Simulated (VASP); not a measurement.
# CuB5 (P6/mmm) in VASP: a series of runs

Runs on CuB5. Level: PBE. Tasks: single point, relaxation of cell and atoms.

Everything below comes from runs of VASP 6.6.1. Logs are shortened: lines on timing, memory, paths and dates and some standing lists are left out, and cuts for length are marked.

## (1) The cell of the first run

It takes space group P6/mmm (No. 191, hexagonal). The conventional cell has a = 3.783 Å, b = 3.783 Å, c = 4.165 Å, α = 90.00°, β = 90.00°, γ = 120.00°. Within 2.5 Å of Cu (site symmetry 6/mmm) lie 6 B at 1.89 Å. Within 2.5 Å of B (site symmetry mmm) lie 8 B at 1.89 to 2.35 Å and 2 Cu at 1.89 Å. Within 2.9 Å of B (site symmetry -6m2) lie 9 B at 2.18 to 2.35 Å.

## (2) Single point, PBE

Input file INCAR:

```
SYSTEM = CuB5
PREC = Accurate
ENCUT = 520
EDIFF = 1E-6
ISMEAR = 0
SIGMA = 0.1
LREAL = .FALSE.
LASPH = .TRUE.
NELM = 100
ALGO = Normal
ISIF = 2
LWAVE = .FALSE.
LCHARG = .FALSE.
GGA = PE
NBANDS = 22
```

Input file KPOINTS:

```
Automatic mesh
0
G
  12 12 10
  0 0 0
```

Input file POSCAR:

```
CuB5
1.0
    3.7826838804      0.0000000000      0.0000000000
   -1.8913419402      3.2759003349      0.0000000000
    0.0000000000      0.0000000000      4.1648297878
Cu B
1 5
Direct
    0.0000000000      0.0000000000      0.5000000000
    0.5000000000      0.0000000000      0.5000000000
    0.0000000000      0.5000000000      0.5000000000
    0.5000000000      0.5000000000      0.5000000000
    0.3333333333      0.6666666667      0.0000000000
    0.6666666667      0.3333333333      0.0000000000
```

Potentials or basis: VASP PAW PBE potentials, release 64 (Cu, B).

Launch:

```sh
$ cat potpaw_PBE.64/Cu/POTCAR potpaw_PBE.64/B/POTCAR > POTCAR
$ mpirun -np 1 vasp_std > vasp.out
```

OUTCAR:

```text
SYSTEM = CuB5
   PREC = Accurate
   ENCUT = 520
   EDIFF = 1E-6
   ISMEAR = 0
   LREAL = .FALSE.
   LASPH = .TRUE.
   NELM = 100
   ISIF = 2
   GGA = PE

 ion  position               nearest neighbor table
   1  0.000  0.000  0.500-   3 1.89   4 1.89   3 1.89   4 1.89   2 1.89   2 1.89
   2  0.500  0.000  0.500-   3 1.89   4 1.89   4 1.89   3 1.89   1 1.89   1 1.89
   3  0.000  0.500  0.500-   1 1.89   2 1.89   1 1.89   2 1.89   4 1.89   4 1.89
   4  0.500  0.500  0.500-   1 1.89   2 1.89   2 1.89   1 1.89   3 1.89   3 1.89
   5  0.333  0.667  0.000-
   6  0.667  0.333  0.000-

  LATTYP: Found a hexagonal cell.
 ALAT       =     3.7826838804
 C/A-ratio  =     1.1010250710

  Lattice vectors:

 A1 = (   3.7826838804,   0.0000000000,   0.0000000000)
 A2 = (  -1.8913419402,   3.2759003349,   0.0000000000)
 A3 = (   0.0000000000,   0.0000000000,   4.1648297878)

Analysis of symmetry for initial positions (statically):
=====================================================================
 Subroutine PRICEL returns:
 Original cell was already a primitive cell.

 Routine SETGRP: Setting up the symmetry group for a
 hexagonal supercell.

 Subroutine GETGRP returns: Found 24 space group operations
 (whereof 24 operations were pure point group operations)
 out of a pool of 24 trial point group operations.

The static configuration has the point symmetry D_6h.

Analysis of symmetry for dynamics (positions and initial velocities):
=====================================================================
 Subroutine PRICEL returns:
 Original cell was already a primitive cell.

 Routine SETGRP: Setting up the symmetry group for a
 hexagonal supercell.

 Subroutine GETGRP returns: Found 24 space group operations
 (whereof 24 operations were pure point group operations)
 out of a pool of 24 trial point group operations.

The dynamic configuration has the point symmetry D_6h.

 Subroutine INISYM returns: Found 24 space group operations
 (whereof 24 operations are pure point group operations),
 and found     1 'primitive' translations

----------------------------------------------------------------------------------------

                                     Primitive cell

  volume of cell :      51.6093

  direct lattice vectors                    reciprocal lattice vectors
     3.782683880  0.000000000  0.000000000     0.264362562  0.152629796  0.000000000
[... 91 lines left out ...]
   LASPH  =      T    aspherical Exc in radial PAW
   ENCUT  =  520.0 eV  38.22 Ry    6.18 a.u.   7.03  7.03  7.74*2*pi/ulx,y,z
   NELM   =    100;   NELMIN=  2; NELMDL= -5     # of ELM steps
   EDIFF  = 0.1E-05   stopping-criterion for ELM
   LREAL  =      F    real-space projection
   EDIFFG = 0.1E-04   stopping-criterion for IOM
   NSW    =      0    number of steps for IOM
   IBRION =     -1    ionic relax: 0-MD 1-quasi-New 2-CG
   NFREE  =      0    steps in history (QN), initial steepest desc. (CG)
   ISIF   =      2    stress and relaxation
   ISYM   =      2    0-nonsym 1-usesym 2-fastsym
   POTIM  = 0.5000    time-step for ionic-motion
   TEBEG  =    0.0;   TEEND  =   0.0 temperature during run
   PSTRESS=    0.0 pullay stress
   NELECT =      26.0000    total number of electrons
   NUPDOWN=      -1.0000    fix difference up-down
   EMIN   =  10.00;   EMAX   =-10.00  energy-range for DOS
   EFERMI =   0.00;   METHOD = LEGACY
   ISMEAR =     0;   SIGMA  =   0.10  broadening in eV -4-tet -1-fermi 0-gaus
   EFERMI_NEDOS =   21; number of points for ismear=-14 and -15
   IALGO  =     38    algorithm
   IMIX   =      4    mixing-type and parameters
     AMIX     =   0.40;   BMIX     =  1.00
     AMIX_MAG =   1.60;   BMIX_MAG =  1.00
  volume/ion in A,a.u.               =       8.60        58.05
  Fermi-wavevector in a.u.,A,eV,Ry     =   1.302637  2.461626 23.087212  1.696862
  Thomas-Fermi vector in A             =   2.433692
   LORBIT       =      0    0 simple, 1 ext, 2 COOP (PROOUT), +10 PAW based schemes
   GGA     = PE    functional components
   LHFCALC =     F    Hartree Fock is set to
   AEXX    =    0.0000 exact exchange contribution
   IVDW    =     0    specifies the selected vdW correction
   LEPSILON=     F    determine dielectric tensor
   LRPA    =     F    only Hartree local field effects (RPA)
 non-spin polarized calculation
 Gauss-broadening in eV      SIGMA  =   0.10
  energy-cutoff  :      520.00
  volume of cell :       51.61
 maximum number of plane-waves:      1413
   NGX = 15   NGY = 15   NGZ = 15

 number of electron      26.0000006 magnetization

 Free energy of the ion-electron system (eV)
  ---------------------------------------------------
  ext. energy  EPLUGINS =         0.00000000
  ---------------------------------------------------
  free energy    TOTEN  =       -30.57216131 eV

  energy without entropy =      -30.56962747  energy(sigma->0) =      -30.57089439

 E-fermi :   6.9096     XC(G=0): -11.6818

 val. band max:        6.8840543962   @ k =   0.2500   0.0000   0.1000
 cond. band min:       6.9279796290   @ k =   0.1667   0.0000   0.4000
 fundamental gap:      0.0439252328
 Fermi energy:         6.9096025806

 k-point     1 :       0.0000    0.0000    0.0000
  band No.  band energies     occupation
      1      -8.3642      2.00000
      2      -0.7716      2.00000
      3      -0.6744      2.00000
      4      -0.4767      2.00000
      5      -0.2903      2.00000
      6      -0.2903      2.00000
[... 589 lines left out ...]
     21      14.9078      0.00000
     22      15.4210      0.00000

 [... further k-points ...]
[... 5 lines left out ...]
  --------------------------------------------------------------------------------------
  -------------------------------------------------------------------------------------
  Total        0.0110219      0.0110219     -0.0762950      0.0000000      0.0000000     -0.0000000
  in kB        0.3421664      0.3421664     -2.3685299      0.0000000      0.0000000     -0.0000000
  external PRESSURE =      -0.5613990 kB  Pullay stress =       0.0000000 kB

 VOLUME and BASIS-vectors are now :
 -----------------------------------------------------------------------------
  energy-cutoff  :      520.00
  volume of cell :       51.61
      direct lattice vectors                 reciprocal lattice vectors
     3.782683880  0.000000000  0.000000000     0.264362562  0.152629796  0.000000000
    -1.891341940  3.275900335  0.000000000     0.000000000  0.305259592  0.000000000
     0.000000000  0.000000000  4.164829788     0.000000000  0.000000000  0.240105851

 POSITION                                       TOTAL-FORCE (eV/Angst)
 -----------------------------------------------------------------------------------
      0.00000      0.00000      2.08241        -0.000000      0.000000     -0.000000
      1.89134      0.00000      2.08241        -0.000000      0.000000     -0.000000
     -0.94567      1.63795      2.08241        -0.000000      0.000000     -0.000000
      0.94567      1.63795      2.08241        -0.000000      0.000000     -0.000000
     -0.00000      2.18393      0.00000        -0.000000      0.000000     -0.000000
      1.89134      1.09197      0.00000         0.000000     -0.000000      0.000000
 -----------------------------------------------------------------------------------
    total drift:                               -0.000000     -0.000000      0.000000

  FREE ENERGIE OF THE ION-ELECTRON SYSTEM (eV)
  ---------------------------------------------------
  free  energy   TOTEN  =       -30.5721613133 eV

  energy  without entropy=      -30.5696274735  energy(sigma->0) =      -30.57089439
```

OSZICAR:

```text
N       E                     dE             d eps       ncg     rms          rms(c)
DAV:   1     0.134938577391E+03    0.13494E+03   -0.11788E+04  5102   0.137E+03
DAV:   2    -0.228688539561E+02   -0.15781E+03   -0.14673E+03  5470   0.293E+02
DAV:   3    -0.352959547091E+02   -0.12427E+02   -0.11981E+02  6568   0.783E+01
DAV:   4    -0.356793038722E+02   -0.38335E+00   -0.38085E+00  6662   0.122E+01
DAV:   5    -0.356891274811E+02   -0.98236E-02   -0.98162E-02  6584   0.187E+00    0.206E+01
DAV:   6    -0.386556764884E+02   -0.29665E+01   -0.15165E+02  6000   0.302E+02    0.159E+01
DAV:   7    -0.307909882705E+02    0.78647E+01   -0.23999E+01  6800   0.140E+02    0.439E+00
DAV:   8    -0.306586843543E+02    0.13230E+00   -0.59325E+00  7716   0.646E+01    0.304E+00
DAV:   9    -0.305876555325E+02    0.71029E-01   -0.10931E+00  6912   0.329E+01    0.986E-01
DAV:  10    -0.305712038334E+02    0.16452E-01   -0.13195E-01  6776   0.115E+01    0.118E-01
DAV:  11    -0.305722943734E+02   -0.10905E-02   -0.12041E-02  7796   0.217E+00    0.111E-01
DAV:  12    -0.305721557529E+02    0.13862E-03   -0.15013E-03  7280   0.126E+00    0.248E-02
DAV:  13    -0.305721690862E+02   -0.13333E-04   -0.12117E-04  6020   0.922E-02    0.191E-02
DAV:  14    -0.305721610832E+02    0.80030E-05   -0.20818E-05  7212   0.167E-01    0.401E-03
DAV:  15    -0.305721613133E+02   -0.23012E-06   -0.45611E-06  6776   0.356E-02
   1 F= -.30572161E+02 E0= -.30570894E+02  d E =-.253384E-02
```

It took 53 s on 1 thread of Intel Xeon 6975P-C (Granite Rapids), shared host; peak memory 0.24 GiB.

Results:

| Item | Value |
| --- | --- |
| Free energy | -30.5722 eV |
| Pressure | -0.1 GPa |
| Band gap on the k mesh | zero (band 13 reaches 9.34 eV, above the bottom of band 14 at 5.58 eV) |

## (3) Relaxation of cell and atoms, PBE

This run uses another cell than the first one, of 8.68 Å³/atom, 1.009 times its volume.

Input file INCAR:

```
PREC = Accurate
ENCUT = 600
EDIFF = 1E-6
ISMEAR = 0
SIGMA = 0.1
LREAL = F
LASPH = T
NELM = 60
ALGO = Normal
ISIF = 3
LWAVE = F
LCHARG = F
GGA = PE
IBRION = 2
NSW = 100
EDIFFG = -0.01
```

Input file KPOINTS:

```
Automatic mesh
0
Gamma
  12 12 10
```

Edit POSCAR of step 2 so:

```diff
@@ -2,5 +2,5 @@
 1.0
-    3.7826838804      0.0000000000      0.0000000000
-   -1.8913419402      3.2759003349      0.0000000000
-    0.0000000000      0.0000000000      4.1648297878
+    3.7748590786      0.0000000000      0.0000000000
+   -1.8874295393      3.2691238577      0.0000000000
+    0.0000000000      0.0000000000      4.2179300880
 Cu B
```

Potentials or basis: VASP PAW PBE potentials, release 64 (Cu, B).

Launch:

```sh
$ cat potpaw_PBE.64/Cu/POTCAR potpaw_PBE.64/B/POTCAR > POTCAR
$ mpirun -np 1 vasp_std > vasp.out
```

OUTCAR:

```text
PREC = Accurate
   ENCUT = 600
   EDIFF = 1E-6
   ISMEAR = 0
   LREAL = F
   LASPH = T
   NELM = 60
   ISIF = 3
   GGA = PE
   IBRION = 2
   NSW = 100
   EDIFFG = -0.01

 ion  position               nearest neighbor table
   1  0.000  0.000  0.500-   3 1.89   4 1.89   3 1.89   4 1.89   2 1.89   2 1.89
   2  0.500  0.000  0.500-   3 1.89   4 1.89   4 1.89   3 1.89   1 1.89   1 1.89
   3  0.000  0.500  0.500-   1 1.89   2 1.89   1 1.89   2 1.89   4 1.89   4 1.89
   4  0.500  0.500  0.500-   1 1.89   2 1.89   2 1.89   1 1.89   3 1.89   3 1.89
   5  0.333  0.667  0.000-
   6  0.667  0.333  0.000-

  LATTYP: Found a hexagonal cell.
 ALAT       =     3.7748590786
 C/A-ratio  =     1.1173741854

  Lattice vectors:

 A1 = (   3.7748590786,   0.0000000000,   0.0000000000)
[... 385 lines left out ...]

 number of electron      26.0000010 magnetization

 Free energy of the ion-electron system (eV)
  ---------------------------------------------------
  ext. energy  EPLUGINS =         0.00000000
  ---------------------------------------------------
  free energy    TOTEN  =       -30.57628893 eV

  energy without entropy =      -30.57382069  energy(sigma->0) =      -30.57505481

 E-fermi :   6.9480     XC(G=0): -11.6889

 val. band max:        6.9191066757   @ k =   0.0833   0.0833   0.4000
 cond. band min:       6.9857494122   @ k =   0.1667   0.0000   0.4000
 fundamental gap:      0.0666427365
 Fermi energy:         6.9480390586

 k-point     1 :       0.0000    0.0000    0.0000
  band No.  band energies     occupation
      1      -8.3559      2.00000
      2      -0.7630      2.00000
      3      -0.6609      2.00000
      4      -0.4413      2.00000
      5      -0.2733      2.00000
      6      -0.2733      2.00000
[... 457 lines left out ...]
      4      -0.7133      2.00000
      5      -0.0616      2.00000
      6       0.9691      2.00000
[... 9 lines left out ...]
     16      10.3489      0.00000
     17      10.7622      0.00000

 [... further k-points ...]
[... 5 lines left out ...]
  --------------------------------------------------------------------------------------
  -------------------------------------------------------------------------------------
  Total       -0.0469965     -0.0469965      0.0390190     -0.0000000     -0.0000000     -0.0000000
  in kB       -1.4609459     -1.4609459      1.2129570     -0.0000000     -0.0000000     -0.0000000
  external PRESSURE =      -0.5696449 kB  Pullay stress =       0.0000000 kB
[... 21 lines left out ...]
  FREE ENERGIE OF THE ION-ELECTRON SYSTEM (eV)
  ---------------------------------------------------
  free  energy   TOTEN  =       -30.5762889328 eV

  energy  without entropy=      -30.5738206851  energy(sigma->0) =      -30.57505481

 reached required accuracy - stopping structural energy minimisation
```

OSZICAR:

```text
N       E                     dE             d eps       ncg     rms          rms(c)
DAV:   1     0.147661651303E+03    0.14766E+03   -0.13377E+04  3884   0.198E+03
DAV:   2    -0.191707433147E+02   -0.16683E+03   -0.16219E+03  3972   0.348E+02
DAV:   3    -0.352479632826E+02   -0.16077E+02   -0.15557E+02  5781   0.106E+02
[... 52 lines left out ...]
DAV:   2    -0.305769488544E+02    0.43953E-03   -0.14999E-02  4937   0.506E+00    0.150E-01
DAV:   3    -0.305763416450E+02    0.60721E-03   -0.36983E-03  4831   0.256E+00    0.530E-02
DAV:   4    -0.305762926025E+02    0.49042E-04   -0.25892E-04  6059   0.208E-01    0.121E-02
DAV:   5    -0.305762897111E+02    0.28913E-05   -0.31169E-05  6066   0.149E-01    0.519E-03
DAV:   6    -0.305762889328E+02    0.77827E-06   -0.45610E-06  4493   0.485E-02
   6 F= -.30576289E+02 E0= -.30575055E+02  d E =-.204670E-02
```

CONTCAR:

```text
CuB5
   1.00000000000000
     3.7842598594631522    0.0000000000000000    0.0000000000000000
    -1.8921299297315761    3.2772651727423519    0.0000000000000000
    -0.0000000000000000   -0.0000000000000000    4.1557469814136647
  Cu              B
     1     5
Direct
     0.0000000000000000    0.0000000000000000    0.5000000000000000
     0.5000000000000000    0.0000000000000000    0.5000000000000000
     0.0000000000000000    0.5000000000000000    0.5000000000000000
     0.5000000000000000    0.5000000000000000    0.5000000000000000
     0.3333333332999970    0.6666666667000030    0.0000000000000000
     0.6666666667000030    0.3333333332999970    0.0000000000000000

  0.00000000E+00  0.00000000E+00  0.00000000E+00
  0.00000000E+00  0.00000000E+00  0.00000000E+00
  0.00000000E+00  0.00000000E+00  0.00000000E+00
  0.00000000E+00  0.00000000E+00  0.00000000E+00
  0.00000000E+00  0.00000000E+00  0.00000000E+00
  0.00000000E+00  0.00000000E+00  0.00000000E+00
```

Wall time 3.7 min (1 thread of Intel Xeon 6975P-C (Granite Rapids), shared host); peak memory 0.26 GiB.

Results:

| Item | Value |
| --- | --- |
| Free energy | -30.5763 eV |
| Relaxed volume | 8.59 Å³/atom |
| Relaxed cell | a = 3.784 Å, b = 3.784 Å, c = 4.156 Å, α = 90.00°, β = 90.00°, γ = 120.00° |
| Space group after relaxing (to 0.05 Å) | P6/mmm (No. 191) |
| Energy gained by relaxing | 0.8 meV/atom |
| Ionic steps | 6 |
| Pressure after relaxing | -0.1 GPa |
| Band gap on the k mesh | zero (band 13 reaches 9.35 eV, above the bottom of band 14 at 5.60 eV) |

Step by step:
| step | energy change (eV) | largest force (eV/Å) | pressure (GPa) | volume (Å³) |
| --- | --- | --- | --- | --- |
| 1 | 0.0000 | 0.0000 | 0.02 | 52.05 |
| 2 | -0.0028 | 0.0000 | -0.90 | 52.06 |
| 3 | -0.0030 | 0.0000 | -1.27 | 52.06 |
| 4 | -0.0047 | 0.0000 | -0.63 | 51.75 |
| 5 | -0.0050 | 0.0000 | 0.08 | 51.45 |
| 6 | -0.0050 | 0.0000 | -0.06 | 51.54 |

Final structure:
```yaml
crystal:
  lattice:
    - [3.78426, 0.00000, 0.00000]
    - [-1.89213, 3.27727, 0.00000]
    - [0.00000, 0.00000, 4.15575]
  atoms:
    - { symbol: Cu, position: [0.00000, 0.00000, 0.50000] }
    - { symbol: B, position: [0.50000, 0.00000, 0.50000] }
    - { symbol: B, position: [0.00000, 0.50000, 0.50000] }
    - { symbol: B, position: [0.50000, 0.50000, 0.50000] }
    - { symbol: B, position: [0.33333, 0.66667, 0.00000] }
    - { symbol: B, position: [0.66667, 0.33333, 0.00000] }
```
